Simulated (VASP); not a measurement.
# Rh (Fm-3m) in VASP: a series of runs

The runs below take Rh through single point, with revPBE, LDA.

All numbers are computed with VASP 6.6.1; they aren't measurements. Logs are shortened: lines on timing, memory, paths and dates and some standing lists are left out, and cuts for length are marked.

## Step 1: The cell of the first run

It takes space group Fm-3m (No. 225, cubic). The conventional cell has a = 3.796 Å, b = 3.796 Å, c = 3.796 Å, α = 90.00°, β = 90.00°, γ = 90.00°. Within 3.5 Å of Rh (site symmetry m-3m) lie 12 Rh at 2.68 Å.

## Step 2: Single point, revPBE

Contents of INCAR:

```
  ALGO = Normal
  EDIFF = 1E-6
  ENCUT = 500
  GGA = RE
  GGA_COMPAT = F
  ISIF = 2
  ISMEAR = -1
  LASPH = T
  LCHARG = F
  LREAL = F
  LWAVE = F
  NBANDS = 14
  NELM = 120
  PREC = Accurate
  SIGMA = 0.1
```

Contents of KPOINTS:

```
k-points
0
Gamma
  12 12 12
```

Contents of POSCAR:

```
Rh
1.0
    0.0000000000      1.8978500000      1.8978500000
    1.8978500000      0.0000000000      1.8978500000
    1.8978500000      1.8978500000      0.0000000000
Rh
1
Direct
    0.0000000000      0.0000000000      0.0000000000
```

Potentials or basis: VASP PAW PBE potentials, release 64 (Rh_pv).

On the command line:

```sh
> cat potpaw_PBE.64/Rh_pv/POTCAR > POTCAR
> mpirun -np 1 vasp_std > vasp.out
```

OUTCAR:

```text
EDIFF = 1E-6
   ENCUT = 500
   GGA = RE
   ISIF = 2
   ISMEAR = -1
   LASPH = T
   LREAL = F
   NELM = 120
   PREC = Accurate

 ion  position               nearest neighbor table
   1  0.000  0.000  0.000-

  LATTYP: Found a face centered cubic cell.
 ALAT       =     3.7957000000

  Lattice vectors:

 A1 = (   0.0000000000,   1.8978500000,   1.8978500000)
 A2 = (   1.8978500000,   0.0000000000,   1.8978500000)
 A3 = (   1.8978500000,   1.8978500000,   0.0000000000)

Analysis of symmetry for initial positions (statically):
=====================================================================
 Subroutine PRICEL returns:
 Original cell was already a primitive cell.

 Routine SETGRP: Setting up the symmetry group for a
 face centered cubic supercell.

 Subroutine GETGRP returns: Found 48 space group operations
 (whereof 48 operations were pure point group operations)
 out of a pool of 48 trial point group operations.

The static configuration has the point symmetry O_h .

Analysis of symmetry for dynamics (positions and initial velocities):
=====================================================================
 Subroutine PRICEL returns:
 Original cell was already a primitive cell.

 Routine SETGRP: Setting up the symmetry group for a
 face centered cubic supercell.

 Subroutine GETGRP returns: Found 48 space group operations
 (whereof 48 operations were pure point group operations)
 out of a pool of 48 trial point group operations.

The dynamic configuration has the point symmetry O_h .

 Subroutine INISYM returns: Found 48 space group operations
 (whereof 48 operations are pure point group operations),
 and found     1 'primitive' translations

----------------------------------------------------------------------------------------

                                     Primitive cell

  volume of cell :      13.6715

  direct lattice vectors                    reciprocal lattice vectors
     0.000000000  1.897850000  1.897850000    -0.263456016  0.263456016  0.263456016
     1.897850000  0.000000000  1.897850000     0.263456016 -0.263456016  0.263456016
     1.897850000  1.897850000  0.000000000     0.263456016  0.263456016 -0.263456016

  length of vectors
     2.683965209  2.683965209  2.683965209     0.456319205  0.456319205  0.456319205

  position of ions in fractional coordinates (direct lattice)
     0.000000000  0.000000000  0.000000000

  ion indices of the primitive-cell ions
[... 75 lines left out ...]
   LREAL  =      F    real-space projection
   EDIFFG = 0.1E-04   stopping-criterion for IOM
   NSW    =      0    number of steps for IOM
   IBRION =     -1    ionic relax: 0-MD 1-quasi-New 2-CG
   NFREE  =      0    steps in history (QN), initial steepest desc. (CG)
   ISIF   =      2    stress and relaxation
   ISYM   =      2    0-nonsym 1-usesym 2-fastsym
   POTIM  = 0.5000    time-step for ionic-motion
   TEBEG  =    0.0;   TEEND  =   0.0 temperature during run
   PSTRESS=    0.0 pullay stress
   NELECT =      15.0000    total number of electrons
   NUPDOWN=      -1.0000    fix difference up-down
   EMIN   =  10.00;   EMAX   =-10.00  energy-range for DOS
   EFERMI =   0.00;   METHOD = LEGACY
   ISMEAR =    -1;   SIGMA  =   0.10  broadening in eV -4-tet -1-fermi 0-gaus
   EFERMI_NEDOS =   21; number of points for ismear=-14 and -15
   IALGO  =     38    algorithm
   IMIX   =      4    mixing-type and parameters
     AMIX     =   0.40;   BMIX     =  1.00
     AMIX_MAG =   1.60;   BMIX_MAG =  1.00
  volume/ion in A,a.u.               =      13.67        92.26
  Fermi-wavevector in a.u.,A,eV,Ry     =   1.688496  3.190795 38.790465  2.851019
  Thomas-Fermi vector in A             =   2.770792
   LORBIT       =      0    0 simple, 1 ext, 2 COOP (PROOUT), +10 PAW based schemes
   GGA     = RE    functional components
   LHFCALC =     F    Hartree Fock is set to
   AEXX    =    0.0000 exact exchange contribution
   IVDW    =     0    specifies the selected vdW correction
   LEPSILON=     F    determine dielectric tensor
   LRPA    =     F    only Hartree local field effects (RPA)
 non-spin polarized calculation
  energy-cutoff  :      500.00
  volume of cell :       13.67
 maximum number of plane-waves:       360
   NGX =  9   NGY =  9   NGZ =  9

 number of electron      15.0000007 magnetization

 Free energy of the ion-electron system (eV)
  ---------------------------------------------------
  ext. energy  EPLUGINS =         0.00000000
  ---------------------------------------------------
  free energy    TOTEN  =        -6.75248501 eV

  energy without entropy =       -6.71184475  energy(sigma->0) =       -6.73216488

 E-fermi :  12.0456     XC(G=0): -14.0007

 val. band max:       11.9977351215   @ k =  -0.3333   0.3333   0.0000
 cond. band min:      12.1080064620   @ k =   0.3333   0.1667   0.0000
 fundamental gap:      0.1102713405
 Fermi energy:        12.0456342844

 k-point     1 :       0.0000    0.0000    0.0000
  band No.  band energies     occupation
      1     -34.3367      2.00000
      2     -34.3367      2.00000
      3     -34.3367      2.00000
      4       4.0937      2.00000
      5       8.9610      2.00000
      6       8.9610      2.00000
      7       8.9610      2.00000
      8      11.0561      1.99990
      9      11.0561      1.99990
     10      28.0673      0.00000
     11      32.6030      0.00000
     12      33.5725      0.00000
     13      33.5725      0.00000
     14      33.5725      0.00000
[... 377 lines left out ...]
      1     -35.0132      2.00000
      2     -34.5753      2.00000
      3     -34.4674      2.00000
      4       6.6468      2.00000
      5       8.2901      2.00000
      6       9.5559      2.00000
      7       9.9940      2.00000
      8      12.3175      0.12377
      9      16.2166      0.00000
     10      20.8812      0.00000
     11      28.1393      0.00000
     12      31.0437      0.00000
     13      32.6041      0.00000
     14      32.7324      0.00000

 [... further k-points ...]
[... 5 lines left out ...]
  --------------------------------------------------------------------------------------
  -------------------------------------------------------------------------------------
  Total        0.9589628      0.9589628      0.9589628      0.0000000      0.0000000      0.0000000
  in kB      112.3819848    112.3819848    112.3819848      0.0000000      0.0000000      0.0000000
  external PRESSURE =     112.3819848 kB  Pullay stress =       0.0000000 kB

 VOLUME and BASIS-vectors are now :
 -----------------------------------------------------------------------------
  energy-cutoff  :      500.00
  volume of cell :       13.67
      direct lattice vectors                 reciprocal lattice vectors
     0.000000000  1.897850000  1.897850000    -0.263456016  0.263456016  0.263456016
     1.897850000  0.000000000  1.897850000     0.263456016 -0.263456016  0.263456016
     1.897850000  1.897850000  0.000000000     0.263456016  0.263456016 -0.263456016

 POSITION                                       TOTAL-FORCE (eV/Angst)
 -----------------------------------------------------------------------------------
      0.00000      0.00000      0.00000         0.000000     -0.000000     -0.000000
 -----------------------------------------------------------------------------------
    total drift:                               -0.000000     -0.000000     -0.000000

  FREE ENERGIE OF THE ION-ELECTRON SYSTEM (eV)
  ---------------------------------------------------
  free  energy   TOTEN  =        -6.7524850143 eV

  energy  without entropy=       -6.7118447457  energy(sigma->0) =       -6.73216488
```

Wall time 6.9 s (1 thread of AMD EPYC 9R45 (Zen 5), shared host); peak memory 0.1 GiB.

Results:

```yaml
Free_energy: -6.7525 eV
Pressure: 11.2 GPa
```

Levels at points of the mesh, in eV from the Fermi level:
```csv
k point,band 3,band 4,band 5,band 6,band 7,band 8,band 9,band 10,band 11,band 12
"(0.00, 0.00, 0.00)",-46.38,-7.95,-3.08,-3.08,-3.08,-0.99,-0.99,16.02,20.56,21.53
"(0.50, 0.00, 0.00)",-46.49,-6.13,-3.17,-3.17,0.58,0.58,0.76,8.74,15.53,20.56
"(0.50, 0.50, 0.00)",-46.66,-6.35,-5.97,0.55,1.01,1.01,3.31,12.38,13.41,13.41
```

Caveat: the PAW data sets were made with another functional, which shifts forces and pressure a little.

## Step 3: Single point, LDA

Contents of INCAR:

```
SYSTEM = Rh
PREC = Accurate
ENCUT = 500
EDIFF = 1E-6
ISMEAR = -1
SIGMA = 0.1
LREAL = .FALSE.
LASPH = .TRUE.
NELM = 120
ALGO = Normal
ISIF = 2
LWAVE = .FALSE.
LCHARG = .TRUE.
GGA = CA
LELF = .TRUE.
LVHAR = .TRUE.
NBANDS = 14
GGA_COMPAT = .FALSE.
```

Contents of KPOINTS:

```
Automatic mesh
0
G
  12 12 12
  0 0 0
```

POSCAR is that of step 2.

Potentials or basis: VASP PAW LDA potentials, release 64 (Rh_pv).

On the command line:

```sh
> cat potpaw_LDA.64/Rh_pv/POTCAR > POTCAR
> mpirun -np 1 vasp_std > vasp.out
```

OUTCAR:

```text
SYSTEM = Rh
   PREC = Accurate
   ENCUT = 500
   EDIFF = 1E-6
   ISMEAR = -1
   LREAL = .FALSE.
   LASPH = .TRUE.
   NELM = 120
   ISIF = 2
   GGA = CA

 ion  position               nearest neighbor table
   1  0.000  0.000  0.000-

  LATTYP: Found a face centered cubic cell.
 ALAT       =     3.7957000000

  Lattice vectors:

 A1 = (   0.0000000000,   1.8978500000,   1.8978500000)
 A2 = (   1.8978500000,   0.0000000000,   1.8978500000)
 A3 = (   1.8978500000,   1.8978500000,   0.0000000000)

Analysis of symmetry for initial positions (statically):
=====================================================================
 Subroutine PRICEL returns:
 Original cell was already a primitive cell.

 Routine SETGRP: Setting up the symmetry group for a
 face centered cubic supercell.

 Subroutine GETGRP returns: Found 48 space group operations
 (whereof 48 operations were pure point group operations)
 out of a pool of 48 trial point group operations.

The static configuration has the point symmetry O_h .

Analysis of symmetry for dynamics (positions and initial velocities):
=====================================================================
 Subroutine PRICEL returns:
 Original cell was already a primitive cell.

[... 161 lines left out ...]
      1     -34.3740      2.00000
      2     -34.3740      2.00000
      3     -34.3740      2.00000
      4       3.7428      2.00000
      5       8.6696      2.00000
      6       8.6696      2.00000
      7       8.6696      2.00000
      8      10.8112      1.99989
      9      10.8112      1.99989
     10      27.7617      0.00000
     11      32.1188      0.00000
     12      33.1961      0.00000
     13      33.1961      0.00000
     14      33.1961      0.00000
[... 377 lines left out ...]
      1     -35.0641      2.00000
      2     -34.6174      2.00000
      3     -34.5072      2.00000
      4       6.3342      2.00000
      5       8.0127      2.00000
      6       9.2858      2.00000
      7       9.7125      2.00000
      8      12.0705      0.11765
      9      15.9393      0.00000
     10      20.5409      0.00000
     11      27.8592      0.00000
     12      30.6591      0.00000
     13      32.1220      0.00000
     14      32.3239      0.00000

 [... further k-points ...]
[... 5 lines left out ...]
  --------------------------------------------------------------------------------------
  -------------------------------------------------------------------------------------
  Total       -0.7389127     -0.7389127     -0.7389127      0.0000000      0.0000000      0.0000000
  in kB      -86.5940490    -86.5940490    -86.5940490      0.0000000      0.0000000      0.0000000
  external PRESSURE =     -86.5940490 kB  Pullay stress =       0.0000000 kB

 VOLUME and BASIS-vectors are now :
 -----------------------------------------------------------------------------
  energy-cutoff  :      500.00
  volume of cell :       13.67
      direct lattice vectors                 reciprocal lattice vectors
     0.000000000  1.897850000  1.897850000    -0.263456016  0.263456016  0.263456016
     1.897850000  0.000000000  1.897850000     0.263456016 -0.263456016  0.263456016
     1.897850000  1.897850000  0.000000000     0.263456016  0.263456016 -0.263456016

 POSITION                                       TOTAL-FORCE (eV/Angst)
 -----------------------------------------------------------------------------------
      0.00000      0.00000      0.00000        -0.000000     -0.000000     -0.000000
 -----------------------------------------------------------------------------------
    total drift:                               -0.000000     -0.000000     -0.000000

  FREE ENERGIE OF THE ION-ELECTRON SYSTEM (eV)
  ---------------------------------------------------
  free  energy   TOTEN  =        -8.6939541287 eV

  energy  without entropy=       -8.6543795025  energy(sigma->0) =       -8.67416682
```

Run time: 6.8 s. Hardware: 1 thread of AMD EPYC 9R45 (Zen 5), shared host; peak memory 0.09 GiB.

Results:

```
Free energy : -8.6940 eV
Pressure    : -8.7 GPa
```
